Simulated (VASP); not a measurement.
# Cu (P6/mmm) in VASP: further runs

Runs on Cu. Level: PBE. Tasks: relaxation of cell and atoms, single point.

All numbers are computed with VASP 6.6.1; they aren't measurements. Logs are shortened: lines on timing, memory, paths and dates and some standing lists are left out, and cuts for length are marked.

### 1 The cell of the first run

Symmetry: P6/mmm, No. 191, hexagonal system. The conventional cell has a = 2.432 Å, b = 2.432 Å, c = 2.272 Å, α = 90.00°, β = 90.00°, γ = 120.00°. Cu (site symmetry 6/mmm) has 8 Cu at 2.27 to 2.43 Å within 3.0 Å.

This isn't the form of Cu at room conditions, which is fcc.

### 2 Relaxation of cell and atoms, PBE

File INCAR:

```
SYSTEM = Cu
PREC     = Accurate       ! precision mode
ENCUT    = 600            ! plane-wave cutoff, eV
EDIFF    = 1E-7           ! SCF threshold, eV
ISMEAR   = 0              ! smearing method
SIGMA    = 0.1            ! smearing width, eV
LREAL    = .FALSE.        ! projectors in reciprocal space
LASPH    = .TRUE.         ! aspherical terms in the spheres
NELM     = 100            ! most SCF steps
ALGO     = Fast           ! electronic algorithm
ISIF     = 3              ! what is computed and relaxed
LWAVE    = .FALSE.        ! write WAVECAR
LCHARG   = .FALSE.        ! write CHGCAR
GGA      = PE             ! functional
IBRION   = 2              ! ionic algorithm
NSW      = 90             ! ionic steps
EDIFFG   = -0.04          ! ionic threshold
```

File KPOINTS:

```
Automatic mesh
0
G
  9 9 8
  0 0 0
```

File POSCAR:

```
Cu
1.0
    2.4315647400      0.0000000000      0.0000000000
   -1.2157823700      2.1057968357      0.0000000000
    0.0000000000      0.0000000000      2.2719933039
Cu
1
Direct
    0.0000000000      0.0000000000      0.0000000000
```

Potentials or basis: VASP PAW PBE potentials, release 64 (Cu).

On the command line:

```sh
cat potpaw_PBE.64/Cu/POTCAR > POTCAR
mpirun -np 1 vasp_std > vasp.out
```

OUTCAR:

```text
SYSTEM = Cu
   PREC = Accurate
   ENCUT = 600
   EDIFF = 1E-7
   ISMEAR = 0
   LREAL = .FALSE.
   LASPH = .TRUE.
   NELM = 100
   ISIF = 3
   GGA = PE
   IBRION = 2
   NSW = 90
   EDIFFG = -0.04

 ion  position               nearest neighbor table
   1  0.000  0.000  0.000-

  LATTYP: Found a hexagonal cell.
 ALAT       =     2.4315647400
 C/A-ratio  =     0.9343750000

  Lattice vectors:

 A1 = (   2.4315647400,   0.0000000000,   0.0000000000)
 A2 = (  -1.2157823700,   2.1057968357,   0.0000000000)
 A3 = (   0.0000000000,   0.0000000000,   2.2719933039)

Analysis of symmetry for initial positions (statically):
=====================================================================
 Subroutine PRICEL returns:
 Original cell was already a primitive cell.

 Routine SETGRP: Setting up the symmetry group for a
 hexagonal supercell.

 Subroutine GETGRP returns: Found 24 space group operations
 (whereof 24 operations were pure point group operations)
 out of a pool of 24 trial point group operations.

The static configuration has the point symmetry D_6h.

Analysis of symmetry for dynamics (positions and initial velocities):
=====================================================================
 Subroutine PRICEL returns:
 Original cell was already a primitive cell.

 Routine SETGRP: Setting up the symmetry group for a
 hexagonal supercell.

 Subroutine GETGRP returns: Found 24 space group operations
 (whereof 24 operations were pure point group operations)
 out of a pool of 24 trial point group operations.

The dynamic configuration has the point symmetry D_6h.

 Subroutine INISYM returns: Found 24 space group operations
 (whereof 24 operations are pure point group operations),
 and found     1 'primitive' translations

----------------------------------------------------------------------------------------

                                     Primitive cell

  volume of cell :      11.6335

  direct lattice vectors                    reciprocal lattice vectors
     2.431564740  0.000000000  0.000000000     0.411257814  0.237439810  0.000000000
    -1.215782370  2.105796836  0.000000000     0.000000000  0.474879619  0.000000000
     0.000000000  0.000000000  2.271993304     0.000000000  0.000000000  0.440142142

  length of vectors
     2.431564740  2.431564740  2.271993304     0.474879619  0.474879619  0.440142142

  position of ions in fractional coordinates (direct lattice)
     0.000000000  0.000000000  0.000000000

  ion indices of the primitive-cell ions
   primitive index   ion index
                 1           1

----------------------------------------------------------------------------------------

 KPOINTS: Automatic mesh

Automatic generation of k-mesh.
 Grid dimensions read from file:
 generate k-points for:    9    9    8

 Generating k-lattice:

  Cartesian coordinates                     Fractional coordinates (reciprocal lattice)
     0.045695313  0.026382201  0.000000000     0.111111111  0.000000000  0.000000000
     0.000000000  0.052764402  0.000000000     0.000000000  0.111111111  0.000000000
     0.000000000  0.000000000  0.055017768     0.000000000  0.000000000  0.125000000

  Length of vectors
     0.052764402  0.052764402  0.055017768

  Shift w.r.t. Gamma in fractional coordinates (k-lattice)
     0.000000000  0.000000000  0.000000000

 Subroutine IBZKPT returns following result:
 ===========================================

 Found     60 irreducible k-points:

 Following reciprocal coordinates:
            Coordinates               Weight
  0.000000  0.000000  0.000000      1.000000
  0.111111  0.000000  0.000000      6.000000
  0.222222  0.000000  0.000000      6.000000
  0.333333  0.000000  0.000000      6.000000
  0.444444  0.000000  0.000000      6.000000
  0.111111  0.111111  0.000000      6.000000
[... 16 lines left out ...]
  0.333333  0.222222  0.125000     24.000000
  0.333333  0.333333  0.125000      4.000000
 [... further k-points ...]
   k-points           NKPTS =     60   k-points in BZ     NKDIM =     60   number of bands    NBANDS=      9
   number of dos      NEDOS =    301   number of ions     NIONS =      1
   total plane-waves  NPLWV =   7200
   dimension x,y,z NGX =    20 NGY =   20 NGZ =   18
   dimension x,y,z NGXF=    40 NGYF=   40 NGZF=   36
   ions per type =               1
   NGX,Y,Z   is equivalent  to a cutoff of  13.67, 13.67, 13.17 a.u.
   NGXF,Y,Z  is equivalent  to a cutoff of  27.35, 27.35, 26.34 a.u.
 SYSTEM =  Cu
   PREC   = accura    normal or accurate (medium, high low for compatibility)
   ISTART =      0    job   : 0-new  1-cont  2-samecut
   ICHARG =      2    charge: 1-file 2-atom 10-const
   ISPIN  =      1    spin polarized calculation?
   LNONCOLLINEAR =      F non collinear calculations
   LSORBIT =      F    spin-orbit coupling
   LASPH  =      T    aspherical Exc in radial PAW
   ENCUT  =  600.0 eV  44.10 Ry    6.64 a.u.   4.86  4.86  4.54*2*pi/ulx,y,z
   NELM   =    100;   NELMIN=  2; NELMDL= -5     # of ELM steps
   EDIFF  = 0.1E-06   stopping-criterion for ELM
   LREAL  =      F    real-space projection
   EDIFFG = -.4E-01   stopping-criterion for IOM
   NSW    =     90    number of steps for IOM
   IBRION =      2    ionic relax: 0-MD 1-quasi-New 2-CG
   NFREE  =      1    steps in history (QN), initial steepest desc. (CG)
   ISIF   =      3    stress and relaxation
   ISYM   =      2    0-nonsym 1-usesym 2-fastsym
   POTIM  = 0.5000    time-step for ionic-motion
   TEBEG  =    0.0;   TEEND  =   0.0 temperature during run
   PSTRESS=    0.0 pullay stress
   NELECT =      11.0000    total number of electrons
   NUPDOWN=      -1.0000    fix difference up-down
   EMIN   =  10.00;   EMAX   =-10.00  energy-range for DOS
   EFERMI =   0.00;   METHOD = LEGACY
   ISMEAR =     0;   SIGMA  =   0.10  broadening in eV -4-tet -1-fermi 0-gaus
   EFERMI_NEDOS =   21; number of points for ismear=-14 and -15
   IALGO  =     68    algorithm
   IMIX   =      4    mixing-type and parameters
     AMIX     =   0.40;   BMIX     =  1.00
     AMIX_MAG =   1.60;   BMIX_MAG =  1.00
  volume/ion in A,a.u.               =      11.63        78.51
  Fermi-wavevector in a.u.,A,eV,Ry     =   1.606828  3.036464 35.128812  2.581895
  Thomas-Fermi vector in A             =   2.702953
   LORBIT       =      0    0 simple, 1 ext, 2 COOP (PROOUT), +10 PAW based schemes
   GGA     = PE    functional components
   LHFCALC =     F    Hartree Fock is set to
   AEXX    =    0.0000 exact exchange contribution
   IVDW    =     0    specifies the selected vdW correction
   LEPSILON=     F    determine dielectric tensor
   LRPA    =     F    only Hartree local field effects (RPA)
 conjugate gradient relaxation of ions
 non-spin polarized calculation
 RMM-DIIS sequential band-by-band and
 Gauss-broadening in eV      SIGMA  =   0.10
  energy-cutoff  :      600.00
  volume of cell :       11.63
 maximum number of plane-waves:       399
 NGX is ok and might be reduce to    20
   NGX =  9   NGY =  9   NGZ =  9

--------------------------------------- Ionic step        1  -------------------------------------------

 number of electron      10.9999997 magnetization

 Free energy of the ion-electron system (eV)
  ---------------------------------------------------
  ext. energy  EPLUGINS =         0.00000000
  ---------------------------------------------------
  free energy    TOTEN  =        -3.38156004 eV

  energy without entropy =       -3.38048593  energy(sigma->0) =       -3.38102299

------------------------ aborting loop because EDIFF is reached ----------------------------------------

  FORCE on cell =-STRESS in cart. coord.  units (eV):
  Direction    XX          YY          ZZ          XY          YZ          ZX
  --------------------------------------------------------------------------------------
  -------------------------------------------------------------------------------------
  Total        0.8728804      0.8728804      2.1791238      0.0000000      0.0000000      0.0000000
  in kB      120.2142519    120.2142519    300.1118467      0.0000000      0.0000000      0.0000000
  external PRESSURE =     180.1801169 kB  Pullay stress =       0.0000000 kB
[... 125 lines left out ...]
  energy  without entropy=       -3.4680240042  energy(sigma->0) =       -3.46843108

--------------------------------------- Ionic step        5  -------------------------------------------

 number of electron      11.0000004 magnetization

 Free energy of the ion-electron system (eV)
  ---------------------------------------------------
  ext. energy  EPLUGINS =         0.00000000
  ---------------------------------------------------
  free energy    TOTEN  =        -3.46902948 eV

  energy without entropy =       -3.46822161  energy(sigma->0) =       -3.46862555

 E-fermi :   6.2554     XC(G=0): -12.0960

 val. band max:        6.1577036339   @ k =   0.2222   0.1111   0.3750
 cond. band min:       6.4948144659   @ k =   0.2222   0.2222   0.2500
 fundamental gap:      0.3371108321
 Fermi energy:         6.2554127979

 k-point     1 :       0.0000    0.0000    0.0000
  band No.  band energies     occupation
      1      -2.1954      2.00000
      2       2.3737      2.00000
      3       3.5652      2.00000
      4       3.5652      2.00000
      5       4.8832      2.00000
      6       4.8832      2.00000
      7      22.7389      0.00000
      8      27.1937      0.00000
      9      28.8298      0.00000
[... 265 lines left out ...]
 k-point    24 :       0.3333    0.3333    0.1250
  band No.  band energies     occupation
      1       3.0086      2.00000
      2       3.0086      2.00000
      3       3.1788      2.00000
      4       4.1568      2.00000
      5       4.1568      2.00000
      6      10.8615      0.00000
      7      10.8615      0.00000
      8      11.6154      0.00000
      9      29.0109      0.00000

 [... further k-points ...]

------------------------ aborting loop because EDIFF is reached ----------------------------------------

  FORCE on cell =-STRESS in cart. coord.  units (eV):
  Direction    XX          YY          ZZ          XY          YZ          ZX
  --------------------------------------------------------------------------------------
  -------------------------------------------------------------------------------------
  Total        0.0053920      0.0053920     -0.0307530      0.0000000      0.0000000     -0.0000000
  in kB        0.6608146      0.6608146     -3.7689386      0.0000000      0.0000000     -0.0000000
  external PRESSURE =      -0.8157698 kB  Pullay stress =       0.0000000 kB
[... 16 lines left out ...]
  FREE ENERGIE OF THE ION-ELECTRON SYSTEM (eV)
  ---------------------------------------------------
  free  energy   TOTEN  =        -3.4690294798 eV

  energy  without entropy=       -3.4682216137  energy(sigma->0) =       -3.46862555

 reached required accuracy - stopping structural energy minimisation
```

Run time: 51 s. Hardware: 1 thread of Intel Xeon 8259CL, shared host; peak memory 0.13 GiB.

What came out:

| Quantity | Value |
| --- | --- |
| Free energy | -3.4690 eV |
| Relaxed volume | 13.07 Å³/atom |
| Relaxed cell | a = 2.491 Å, b = 2.491 Å, c = 2.433 Å, α = 90.00°, β = 90.00°, γ = 120.00° |
| Space group after relaxing (to 0.1 Å) | P6/mmm (No. 191) |
| Energy gained by relaxing | 87.5 meV/atom |
| Ionic steps | 5 |
| Pressure after relaxing | -0.1 GPa |
| Band gap on the k mesh | zero (an odd number of electrons rules out a gap without spin polarisation) |

Stress tensor (GPa, compression positive):
```
 0.07  0.00  0.00
 0.00  0.07  0.00
 0.00  0.00 -0.38
```

The path:
```tsv
step	energy change (eV)	largest force (eV/Å)	pressure (GPa)	volume (Å³)
1	0.0000	0.0000	18.02	11.63
2	-0.0670	0.0000	-6.61	13.96
3	-0.0873	0.0000	-0.29	13.08
4	-0.0873	0.0000	-0.52	13.12
5	-0.0875	0.0000	-0.08	13.07
```

Final structure:
```
CELL_PARAMETERS angstrom
2.49081 0.00000 0.00000
-1.24540 2.15710 0.00000
0.00000 0.00000 2.43314
ATOMIC_POSITIONS crystal
Cu 0.00000 0.00000 0.00000
```

Levels at points of the mesh, in eV from the Fermi level:
```tsv
k point	band 2	band 3	band 4	band 5	band 6	band 7	band 8	band 9
(0.00, 0.00, 0.00)	-3.88	-2.69	-2.69	-1.37	-1.37	16.48	20.94	22.57
(0.00, 0.00, 0.50)	-2.52	-2.52	-2.00	-2.00	-1.75	1.64	26.86	28.86
```

### 3 Single point, PBE

This run uses another cell than the first one, of 13.01 Å³/atom.

File INCAR:

```
SYSTEM = Cu
ALGO     = Fast           ! electronic algorithm
EDIFF    = 1E-7           ! SCF threshold, eV
ENCUT    = 520            ! plane-wave cutoff, eV
GGA      = PE             ! functional
ISIF     = 2              ! what is computed and relaxed
ISMEAR   = 0              ! smearing method
LASPH    = .TRUE.         ! aspherical terms in the spheres
LCHARG   = .TRUE.         ! write CHGCAR
LELF     = .TRUE.         ! ELF
LREAL    = .FALSE.        ! projectors in reciprocal space
LVHAR    = .TRUE.       
LWAVE    = .FALSE.        ! write WAVECAR
NBANDS   = 12             ! bands
NELM     = 60             ! most SCF steps
PREC     = Accurate       ! precision mode
SIGMA    = 0.1            ! smearing width, eV
```

File KPOINTS:

```
k-points
0
G
  21 21 18
  0 0 0
```

File POSCAR:

```
Cu
1.0
    2.4888223311      0.0000000000      0.0000000000
   -1.2444111655      2.1553833643      0.0000000000
    0.0000000000      0.0000000000      2.4258886740
Cu
1
Direct
    0.0000000000      0.0000000000      0.0000000000
```

Potentials or basis: VASP PAW PBE potentials, release 64 (Cu).

On the command line:

```sh
cat potpaw_PBE.64/Cu/POTCAR > POTCAR
mpirun -np 1 vasp_std > vasp.out
```

It took 1.9 min on 1 thread of Intel Xeon 8259CL, shared host; peak memory 0.19 GiB.

The run converged. Its results:

| Quantity | Value |
| --- | --- |
| Free energy | -3.4677 eV |
| Pressure | 0.5 GPa |
| Band gap on the k mesh | zero (an odd number of electrons rules out a gap without spin polarisation) |

Stress tensor (GPa, compression positive):
```
0.59 0.00 0.00
0.00 0.59 0.00
0.00 0.00 0.19
```

Levels at points of the mesh, in eV from the Fermi level:
| k point | band 3 | band 4 | band 5 | band 6 | band 7 | band 8 | band 9 | band 10 |
| --- | --- | --- | --- | --- | --- | --- | --- | --- |
| (0.00, 0.00, 0.00) | -2.76 | -2.76 | -1.44 | -1.44 | 16.54 | 21.00 | 22.52 | 23.69 |
| (0.00, 0.00, 0.50) | -2.59 | -2.08 | -2.08 | -1.83 | 1.61 | 26.85 | 28.72 | 29.48 |

### 4 Single point, PBE

This run uses another cell than the first one, of 13.01 Å³/atom.

File INCAR:

```
PREC = Accurate
ENCUT = 520
EDIFF = 1E-6
ISMEAR = 0
SIGMA = 0.1
LREAL = F
LASPH = T
NELM = 60
ALGO = Fast
ISIF = 2
LWAVE = F
LCHARG = T
GGA = PE
LELF = T
LVHAR = T
NBANDS = 12
```

File KPOINTS:

```
Automatic mesh
0
Gamma
  21 21 18
```

File POSCAR:

```
Cu
1.0
    2.4889310332      0.0000000000      0.0000000000
   -1.2444655166      2.1554775030      0.0000000000
    0.0000000000      0.0000000000      2.4253221906
Cu
1
Direct
    0.0000000000      0.0000000000      0.0000000000
```

On the command line:

```sh
cat potpaw_PBE.64/Cu/POTCAR > POTCAR
mpirun -np 1 vasp_std > vasp.out
```

Wall time 1.7 min (1 thread of Intel Xeon 8259CL, shared host); peak memory 0.18 GiB.

It converged, with:

- Free energy: -3.4677 eV
- Pressure: 0.7 GPa
- Band gap on the k mesh: zero (an odd number of electrons rules out a gap without spin polarisation)

Stress tensor (GPa, compression positive):
```
0.77 0.00 0.00
0.00 0.77 0.00
0.00 0.00 0.42
```

Levels at points of the mesh, in eV from the Fermi level:
```csv
k point,band 2,band 3,band 4,band 5,band 6,band 7,band 8,band 9,band 10,band 11
"(0.00, 0.00, 0.00)",-3.97,-2.76,-2.76,-1.44,-1.44,16.56,21.01,22.52,23.69,23.69
"(0.00, 0.00, 0.50)",-2.59,-2.59,-2.08,-2.08,-1.82,1.62,26.85,28.72,29.48,29.48
```

### 5 Overview

```csv
task,cell,k mesh,cutoff (eV),gap on the mesh (eV),pressure (GPa)
relaxation of cell and atoms,"relaxed from a = 2.432, b = 2.432, c = 2.272 Å, angles 90.0, 90.0, 120.0°, 1 atom",9 × 9 × 8,600,none,-0.1
single point,"a = 2.489, b = 2.489, c = 2.426 Å, angles 90.0, 90.0, 120.0°, 1 atom",21 × 21 × 18,520,none,0.5
single point,"a = 2.489, b = 2.489, c = 2.425 Å, angles 90.0, 90.0, 120.0°, 1 atom",21 × 21 × 18,520,none,0.7
```

Alike in all rows: level PBE; potentials or basis VASP PAW PBE potentials, release 64 (Cu); no spin polarisation; smearing gaussian 0.1 eV.

Absolute energies hang on the potentials; compare differences alone.
